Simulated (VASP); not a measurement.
# Mg2B3 (P4_2/mcm) in VASP: a series of runs

Runs on Mg2B3. Level: PBE. Tasks: single point, relaxation of cell and atoms.

Program: VASP 6.6.1. These are calculated values, not measurements. Logs are shortened: lines on timing, memory, paths and dates and some standing lists are left out, and cuts for length are marked.

## (1) The cell of the first run

The structure is tetragonal, space group P4_2/mcm (No. 132). The conventional cell has a = 6.708 Å, b = 6.708 Å, c = 3.143 Å, α = 90.00°, β = 90.00°, γ = 90.00°. Within 3.3 Å of Mg (site symmetry m2m) lie 6 B at 2.47 to 2.50 Å and 2 Mg at 3.14 Å. Within 2.1 Å of B (site symmetry 222) lie 2 B at 1.57 Å. Within 2.1 Å of B (site symmetry -42m) lie 2 B at 1.57 Å.

## (2) Single point, PBE

Contents of INCAR:

```
SYSTEM = Mg2B3
ALGO     = Normal         ! electronic algorithm
EDIFF    = 1E-7           ! SCF threshold, eV
ENCUT    = 520            ! plane-wave cutoff, eV
GGA      = PE             ! functional
ISIF     = 2              ! what is computed and relaxed
ISMEAR   = 0              ! smearing method
LASPH    = .True.         ! aspherical terms in the spheres
LCHARG   = .False.        ! write CHGCAR
LREAL    = .False.        ! projectors in reciprocal space
LWAVE    = .False.        ! write WAVECAR
NBANDS   = 24             ! bands
NELM     = 60             ! most SCF steps
PREC     = Accurate       ! precision mode
SIGMA    = 0.1            ! smearing width, eV
```

Contents of KPOINTS:

```
k-points
0
Gamma
  6 6 12
  0 0 0
```

Contents of POSCAR:

```
Mg2B3
1.0
    6.7077771843      0.0000000000      0.0000000000
    0.0000000000      6.7077771843      0.0000000000
    0.0000000000      0.0000000000      3.1426365974
Mg B
4 6
Direct
    0.7534743676      0.2465256324      0.0000000000
    0.2465256324      0.7534743676      0.0000000000
    0.2465256324      0.2465256324      0.5000000000
    0.7534743676      0.7534743676      0.5000000000
    0.5000000000      0.0000000000      0.7500000000
    0.5000000000      0.0000000000      0.2500000000
    0.0000000000      0.5000000000      0.7500000000
    0.0000000000      0.5000000000      0.2500000000
    0.0000000000      0.0000000000      0.7500000000
    0.0000000000      0.0000000000      0.2500000000
```

Potentials or basis: VASP PAW PBE potentials, release 64 (Mg, B).

Started as:

```
> cat potpaw_PBE.64/Mg/POTCAR potpaw_PBE.64/B/POTCAR > POTCAR
> mpirun -np 1 vasp_std > vasp.out
```

OUTCAR:

```text
SYSTEM = Mg2B3
   EDIFF = 1E-7
   ENCUT = 520
   GGA = PE
   ISIF = 2
   ISMEAR = 0
   LASPH = .True.
   LREAL = .False.
   NELM = 60
   PREC = Accurate

 ion  position               nearest neighbor table
   1  0.753  0.247  0.000-   9 2.47  10 2.47   7 2.50   8 2.50   5 2.50   6 2.50
   2  0.247  0.753  0.000-   9 2.47  10 2.47   7 2.50   8 2.50   5 2.50   6 2.50
   3  0.247  0.247  0.500-   9 2.47  10 2.47   7 2.50   8 2.50   5 2.50   6 2.50
   4  0.753  0.753  0.500-   9 2.47  10 2.47   7 2.50   8 2.50   5 2.50   6 2.50
   5  0.500  0.000  0.750-   6 1.57   6 1.57   3 2.50   4 2.50   1 2.50   2 2.50
   6  0.500  0.000  0.250-   5 1.57   5 1.57   3 2.50   4 2.50   1 2.50   2 2.50
   7  0.000  0.500  0.750-   8 1.57   8 1.57   3 2.50   4 2.50   1 2.50   2 2.50
   8  0.000  0.500  0.250-   7 1.57   7 1.57   3 2.50   4 2.50   1 2.50   2 2.50
   9  0.000  0.000  0.750-  10 1.57  10 1.57   3 2.47   4 2.47   1 2.47   2 2.47
  10  0.000  0.000  0.250-   9 1.57   9 1.57   3 2.47   4 2.47   1 2.47   2 2.47

  LATTYP: Found a simple tetragonal cell.
 ALAT       =     6.7077771843
 C/A-ratio  =     0.4685064085

  Lattice vectors:

 A1 = (   6.7077771843,   0.0000000000,   0.0000000000)
 A2 = (   0.0000000000,   6.7077771843,   0.0000000000)
 A3 = (   0.0000000000,   0.0000000000,   3.1426365974)

Analysis of symmetry for initial positions (statically):
=====================================================================
 Subroutine PRICEL returns:
 Original cell was already a primitive cell.

 Routine SETGRP: Setting up the symmetry group for a
 simple tetragonal supercell.

 Subroutine GETGRP returns: Found 16 space group operations
 (whereof  8 operations were pure point group operations)
 out of a pool of 16 trial point group operations.

The static configuration has the point symmetry D_2h.
 The point group associated with its full space group is D_4h.

Analysis of symmetry for dynamics (positions and initial velocities):
=====================================================================
 Subroutine PRICEL returns:
 Original cell was already a primitive cell.

 Routine SETGRP: Setting up the symmetry group for a
 simple tetragonal supercell.

 Subroutine GETGRP returns: Found 16 space group operations
 (whereof  8 operations were pure point group operations)
 out of a pool of 16 trial point group operations.

The dynamic configuration has the point symmetry D_2h.
 The point group associated with its full space group is D_4h.

 Subroutine INISYM returns: Found 16 space group operations
 (whereof  8 operations are pure point group operations),
 and found     1 'primitive' translations

----------------------------------------------------------------------------------------

                                     Primitive cell

  volume of cell :     141.4007

  direct lattice vectors                    reciprocal lattice vectors
     6.707777184  0.000000000  0.000000000     0.149080682  0.000000000  0.000000000
     0.000000000  6.707777184  0.000000000     0.000000000  0.149080682  0.000000000
     0.000000000  0.000000000  3.142636597     0.000000000  0.000000000  0.318204148

  length of vectors
     6.707777184  6.707777184  3.142636597     0.149080682  0.149080682  0.318204148

  position of ions in fractional coordinates (direct lattice)
     0.753474368  0.246525632  0.000000000
     0.246525632  0.753474368  0.000000000
     0.246525632  0.246525632  0.500000000
     0.753474368  0.753474368  0.500000000
     0.500000000  0.000000000  0.750000000
     0.500000000  0.000000000  0.250000000
     0.000000000  0.500000000  0.750000000
     0.000000000  0.500000000  0.250000000
     0.000000000  0.000000000  0.750000000
     0.000000000  0.000000000  0.250000000

  ion indices of the primitive-cell ions
   primitive index   ion index
                 1           1
                 2           2
                 3           3
                 4           4
                 5           5
                 6           6
                 7           7
                 8           8
                 9           9
                10          10

----------------------------------------------------------------------------------------

 KPOINTS: k-points

Automatic generation of k-mesh.
 Grid dimensions read from file:
 generate k-points for:    6    6   12

 Generating k-lattice:

  Cartesian coordinates                     Fractional coordinates (reciprocal lattice)
     0.024846780  0.000000000  0.000000000     0.166666667  0.000000000  0.000000000
     0.000000000  0.024846780  0.000000000     0.000000000  0.166666667  0.000000000
     0.000000000  0.000000000  0.026517012     0.000000000  0.000000000  0.083333333

  Length of vectors
     0.024846780  0.024846780  0.026517012

  Shift w.r.t. Gamma in fractional coordinates (k-lattice)
     0.000000000  0.000000000  0.000000000

 Subroutine IBZKPT returns following result:
 ===========================================

 Found     70 irreducible k-points:

 Following reciprocal coordinates:
            Coordinates               Weight
  0.000000  0.000000  0.000000      1.000000
  0.166667  0.000000  0.000000      4.000000
  0.333333  0.000000  0.000000      4.000000
  0.500000  0.000000  0.000000      2.000000
  0.166667  0.166667  0.000000      4.000000
  0.333333  0.166667  0.000000      8.000000
[... 16 lines left out ...]
  0.333333  0.000000  0.166667      8.000000
  0.500000  0.000000  0.166667      4.000000
 [... further k-points ...]
   k-points           NKPTS =     70   k-points in BZ     NKDIM =     70   number of bands    NBANDS=     24
   number of dos      NEDOS =    301   number of ions     NIONS =     10
   total plane-waves  NPLWV =  60000
   dimension x,y,z NGX =    50 NGY =   50 NGZ =   24
   dimension x,y,z NGXF=   100 NGYF=  100 NGZF=   48
   ions per type =               4   6
   NGX,Y,Z   is equivalent  to a cutoff of  12.39, 12.39, 12.70 a.u.
   NGXF,Y,Z  is equivalent  to a cutoff of  24.78, 24.78, 25.39 a.u.
 SYSTEM =  Mg2B3
   PREC   = accura    normal or accurate (medium, high low for compatibility)
   ISTART =      0    job   : 0-new  1-cont  2-samecut
   ICHARG =      2    charge: 1-file 2-atom 10-const
   ISPIN  =      1    spin polarized calculation?
   LNONCOLLINEAR =      F non collinear calculations
   LSORBIT =      F    spin-orbit coupling
   LASPH  =      T    aspherical Exc in radial PAW
   ENCUT  =  520.0 eV  38.22 Ry    6.18 a.u.  12.47 12.47  5.84*2*pi/ulx,y,z
   NELM   =     60;   NELMIN=  2; NELMDL= -5     # of ELM steps
   EDIFF  = 0.1E-06   stopping-criterion for ELM
   LREAL  =      F    real-space projection
   EDIFFG = 0.1E-05   stopping-criterion for IOM
   NSW    =      0    number of steps for IOM
   IBRION =     -1    ionic relax: 0-MD 1-quasi-New 2-CG
   NFREE  =      0    steps in history (QN), initial steepest desc. (CG)
   ISIF   =      2    stress and relaxation
   ISYM   =      2    0-nonsym 1-usesym 2-fastsym
   POTIM  = 0.5000    time-step for ionic-motion
   TEBEG  =    0.0;   TEEND  =   0.0 temperature during run
   PSTRESS=    0.0 pullay stress
   NELECT =      26.0000    total number of electrons
   NUPDOWN=      -1.0000    fix difference up-down
   EMIN   =  10.00;   EMAX   =-10.00  energy-range for DOS
   EFERMI =   0.00;   METHOD = LEGACY
   ISMEAR =     0;   SIGMA  =   0.10  broadening in eV -4-tet -1-fermi 0-gaus
   EFERMI_NEDOS =   21; number of points for ismear=-14 and -15
   IALGO  =     38    algorithm
   IMIX   =      4    mixing-type and parameters
     AMIX     =   0.40;   BMIX     =  1.00
     AMIX_MAG =   1.60;   BMIX_MAG =  1.00
  volume/ion in A,a.u.               =      14.14        95.42
  Fermi-wavevector in a.u.,A,eV,Ry     =   0.930927  1.759196 11.791142  0.866624
  Thomas-Fermi vector in A             =   2.057366
   LORBIT       =      0    0 simple, 1 ext, 2 COOP (PROOUT), +10 PAW based schemes
   GGA     = PE    functional components
   LHFCALC =     F    Hartree Fock is set to
   AEXX    =    0.0000 exact exchange contribution
   IVDW    =     0    specifies the selected vdW correction
   LEPSILON=     F    determine dielectric tensor
   LRPA    =     F    only Hartree local field effects (RPA)
 non-spin polarized calculation
 Gauss-broadening in eV      SIGMA  =   0.10
  energy-cutoff  :      520.00
  volume of cell :      141.40
 maximum number of plane-waves:      3835
 NGX is ok and might be reduce to    50
   NGX = 25   NGY = 25   NGZ = 11

 number of electron      25.9999999 magnetization

 Free energy of the ion-electron system (eV)
  ---------------------------------------------------
  ext. energy  EPLUGINS =         0.00000000
  ---------------------------------------------------
  free energy    TOTEN  =       -44.12176843 eV

  energy without entropy =      -44.11415436  energy(sigma->0) =      -44.11796139

 E-fermi :   3.4940     XC(G=0):  -9.2944

 val. band max:        3.4515882903   @ k =   0.1667   0.1667   0.3333
 cond. band min:       3.5069203152   @ k =   0.3333   0.0000   0.4167
 fundamental gap:      0.0553320249
 Fermi energy:         3.4940046729

 k-point     1 :       0.0000    0.0000    0.0000
  band No.  band energies     occupation
      1      -8.0148      2.00000
      2      -6.9150      2.00000
      3      -6.0776      2.00000
      4      -2.8684      2.00000
      5      -2.8684      2.00000
      6      -0.9829      2.00000
[... 16 lines left out ...]
     23       9.7960      0.00000
     24      10.1730      0.00000

 k-point     2 :       0.1667    0.0000    0.0000
  band No.  band energies     occupation
      1      -7.9629      2.00000
      2      -6.9651      2.00000
      3      -6.1630      2.00000
      4      -2.8201      2.00000
      5      -2.6182      2.00000
      6      -1.1130      2.00000
[... 16 lines left out ...]
     23       9.9253      0.00000
     24      10.1829      0.00000

 k-point     3 :       0.3333    0.0000    0.0000
  band No.  band energies     occupation
      1      -7.8269      2.00000
      2      -7.1162      2.00000
      3      -6.2927      2.00000
      4      -2.7042      2.00000
      5      -2.0811      2.00000
      6      -1.3753      2.00000
[... 16 lines left out ...]
     23       9.8538      0.00000
     24      10.5650      0.00000

 k-point     4 :       0.5000    0.0000    0.0000
  band No.  band energies     occupation
      1      -7.7219      2.00000
      2      -7.2381      2.00000
      3      -6.3397      2.00000
      4      -2.6308      2.00000
      5      -1.8352      2.00000
      6      -1.5151      2.00000
[... 16 lines left out ...]
     23       9.8755      0.00000
     24      10.8923      0.00000

 k-point     5 :       0.1667    0.1667    0.0000
  band No.  band energies     occupation
      1      -7.9100      2.00000
      2      -6.9990      2.00000
      3      -6.2639      2.00000
      4      -2.6029      2.00000
      5      -2.5388      2.00000
      6      -1.4154      2.00000
[... 451 lines left out ...]
 k-point    22 :       0.1667    0.0000    0.1667
  band No.  band energies     occupation
      1      -7.6446      2.00000
      2      -6.6781      2.00000
      3      -5.8910      2.00000
      4      -2.4071      2.00000
      5      -2.2111      2.00000
      6      -1.4934      2.00000
[... 16 lines left out ...]
     23       9.0611      0.00000
     24       9.6589      0.00000

 k-point    23 :       0.3333    0.0000    0.1667
  band No.  band energies     occupation
      1      -7.5115      2.00000
      2      -6.8206      2.00000
      3      -6.0177      2.00000
      4      -2.2931      2.00000
      5      -1.6829      2.00000
      6      -1.4396      2.00000
[... 16 lines left out ...]
     23       9.3423      0.00000
     24       9.5313      0.00000

 k-point    24 :       0.5000    0.0000    0.1667
  band No.  band energies     occupation
      1      -7.4093      2.00000
      2      -6.9366      2.00000
      3      -6.0647      2.00000
      4      -2.2213      2.00000
      5      -1.4373      2.00000
      6      -1.4016      2.00000
[... 16 lines left out ...]
     23       8.9833      0.00000
     24       9.3975      0.00000

 [... further k-points ...]

------------------------ aborting loop because EDIFF is reached ----------------------------------------

  FORCE on cell =-STRESS in cart. coord.  units (eV):
  Direction    XX          YY          ZZ          XY          YZ          ZX
  --------------------------------------------------------------------------------------
  -------------------------------------------------------------------------------------
  Total       -0.1729355     -0.1729355     -0.0650179     -0.0000000      0.0000000      0.0000000
  in kB       -1.9594909     -1.9594909     -0.7367027     -0.0000000      0.0000000      0.0000000
  external PRESSURE =      -1.5518949 kB  Pullay stress =       0.0000000 kB

 VOLUME and BASIS-vectors are now :
 -----------------------------------------------------------------------------
  energy-cutoff  :      520.00
  volume of cell :      141.40
      direct lattice vectors                 reciprocal lattice vectors
     6.707777184  0.000000000  0.000000000     0.149080682  0.000000000  0.000000000
     0.000000000  6.707777184  0.000000000     0.000000000  0.149080682  0.000000000
     0.000000000  0.000000000  3.142636597     0.000000000  0.000000000  0.318204148

 POSITION                                       TOTAL-FORCE (eV/Angst)
 -----------------------------------------------------------------------------------
      5.05414      1.65364      0.00000         0.005081     -0.005081      0.000000
      1.65364      5.05414      0.00000        -0.005081      0.005081      0.000000
      1.65364      1.65364      1.57132        -0.005081     -0.005081     -0.000000
      5.05414      5.05414      1.57132         0.005081      0.005081      0.000000
      3.35389      0.00000      2.35698         0.000000      0.000000     -0.000000
      3.35389      0.00000      0.78566         0.000000      0.000000     -0.000000
      0.00000      3.35389      2.35698         0.000000      0.000000      0.000000
      0.00000      3.35389      0.78566         0.000000      0.000000      0.000000
      0.00000      0.00000      2.35698         0.000000      0.000000      0.000000
      0.00000      0.00000      0.78566         0.000000      0.000000      0.000000
 -----------------------------------------------------------------------------------
    total drift:                                0.000000     -0.000000      0.000000

  FREE ENERGIE OF THE ION-ELECTRON SYSTEM (eV)
  ---------------------------------------------------
  free  energy   TOTEN  =       -44.1217684276 eV

  energy  without entropy=      -44.1141543607  energy(sigma->0) =      -44.11796139
```

It took 2.8 min on 1 thread of Intel Xeon 6975P-C, shared host; peak memory 0.35 GiB.

Results:

```
Free energy            : -44.1218 eV
Pressure               : -0.2 GPa
Largest force          : 0.007 eV/Å
Band gap on the k mesh : zero (band 13 reaches 4.60 eV, above the bottom of band 14 at 2.44 eV)
```

Forces in eV/Å, atoms in the order of the input:
```
Mg   0.005 -0.005  0.000
Mg  -0.005  0.005  0.000
Mg  -0.005 -0.005  0.000
Mg   0.005  0.005  0.000
B    0.000  0.000  0.000
B    0.000  0.000  0.000
B    0.000  0.000  0.000
B    0.000  0.000  0.000
B    0.000  0.000  0.000
B    0.000  0.000  0.000
```

Stress tensor (GPa, compression positive):
```
-0.20  0.00  0.00
 0.00 -0.20  0.00
 0.00  0.00 -0.07
```

Levels at points of the mesh, in eV from the Fermi level:
| k point | band 10 | band 11 | band 12 | band 13 | band 14 | band 15 | band 16 | band 17 |
| --- | --- | --- | --- | --- | --- | --- | --- | --- |
| (0.00, 0.00, 0.00) | -3.63 | -2.13 | -1.61 | -1.61 | -0.26 | 3.27 | 3.27 | 3.44 |
| (0.50, 0.00, 0.00) | -3.78 | -3.67 | -1.62 | -0.63 | 0.90 | 1.27 | 2.19 | 4.33 |
| (0.50, 0.50, 0.00) | -3.96 | -3.96 | -3.74 | 0.29 | 0.29 | 0.58 | 3.78 | 3.99 |
| (0.00, 0.00, 0.50) | -2.66 | -1.01 | -1.01 | -0.82 | -0.82 | 1.08 | 1.08 | 1.73 |
| (0.50, 0.00, 0.50) | -1.79 | -1.38 | -1.38 | -0.79 | -0.79 | -0.31 | -0.31 | 1.91 |
| (0.50, 0.50, 0.50) | -0.98 | -0.73 | -0.73 | -0.69 | -0.69 | -0.62 | -0.62 | -0.30 |

## (3) Single point, PBE

Contents of INCAR:

```
PREC = Accurate
ENCUT = 520
EDIFF = 1E-6
ISMEAR = 0
SIGMA = 0.1
LREAL = False
LASPH = True
NELM = 100
ALGO = Normal
ISIF = 2
LWAVE = False
LCHARG = False
GGA = PE
NBANDS = 24
```

Contents of KPOINTS:

```
regular mesh
0
Gamma
  6 6 12
```

POSCAR is that of step 2.

Potentials or basis: VASP PAW PBE potentials, release 64 (Mg, B).

Started as:

```
> cat potpaw_PBE.64/Mg/POTCAR potpaw_PBE.64/B/POTCAR > POTCAR
> mpirun -np 1 vasp_std > vasp.out
```

Run time: 2.9 min. Hardware: 1 thread of Intel Xeon 6975P-C, shared host; peak memory 0.35 GiB.

It converged, with:

```yaml
Free_energy: -44.1218 eV
Pressure: -0.2 GPa
Largest_force: 0.007 eV/Å
Band_gap_on_the_k_mesh: zero (band 13 reaches 4.60 eV, above the bottom of band 14 at 2.44 eV)
```

Forces on the atoms (eV/Å):
```
Mg   0.005 -0.005  0.000
Mg  -0.005  0.005  0.000
Mg  -0.005 -0.005  0.000
Mg   0.005  0.005  0.000
B    0.000  0.000  0.000
B    0.000  0.000  0.000
B    0.000  0.000  0.000
B    0.000  0.000  0.000
B    0.000  0.000  0.000
B    0.000  0.000  0.000
```

Stress tensor (GPa, compression positive):
```
-0.20  0.00  0.00
 0.00 -0.20  0.00
 0.00  0.00 -0.07
```

Levels at points of the mesh, in eV from the Fermi level:
```
           k point  band 9  band 10  band 11  band 12  band 13  band 14  band 15  band 16  band 17  band 18
(0.00, 0.00, 0.00)   -3.93    -3.63    -2.13    -1.61    -1.61    -0.26     3.27     3.27     3.44     4.10
(0.50, 0.00, 0.00)   -3.96    -3.78    -3.67    -1.62    -0.63     0.90     1.27     2.19     4.33     4.35
(0.50, 0.50, 0.00)   -3.98    -3.96    -3.96    -3.74     0.29     0.29     0.58     3.78     3.99     4.76
(0.00, 0.00, 0.50)   -2.66    -2.66    -1.01    -1.01    -0.82    -0.82     1.08     1.08     1.73     1.73
(0.50, 0.00, 0.50)   -1.79    -1.79    -1.38    -1.38    -0.79    -0.79    -0.31    -0.31     1.91     1.91
(0.50, 0.50, 0.50)   -0.98    -0.98    -0.73    -0.73    -0.69    -0.69    -0.62    -0.62    -0.30    -0.30
```

[end of part 1 of 2]
